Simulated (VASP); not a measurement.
Crystal: BN.

```
B N
1.0
     0.00000    1.75465    1.75465
     1.75465    0.00000    1.75465
     1.75465    1.75465    0.00000
B N
1 1
Direct
  0.00000 0.00000 0.00000
  0.25000 0.25000 0.25000
```

This cell differs from its parent crystal: strain -2.8%.

Base run:

```yaml
Program: VASP 6.6.1
Functional: r2SCAN
Potentials_or_basis: VASP PAW PBE potentials, release 64 (B, N)
Cutoff: 520 eV
k_mesh: 12 × 12 × 12
Occupations: gaussian, width 0.01 eV
Spin: no spin polarisation
```

Its results: band gap on the k mesh 5.08 eV (least direct gap 9.96 eV); pressure 40.1 GPa.

Task: The run is repeated on the same cell with these changes: functional from r2SCAN to HSE06; k mesh from 12 × 12 × 12 to 8 × 8 × 8. What comes out?

Result: Band gap on the k mesh 5.89 eV (least direct gap 11.01 eV); pressure 34.6 GPa.

Several settings changed at once.

Caveats: the cell stands under pressure; the PAW data sets were made with another functional, which shifts forces and pressure a little.

A k mesh can miss the band edges.
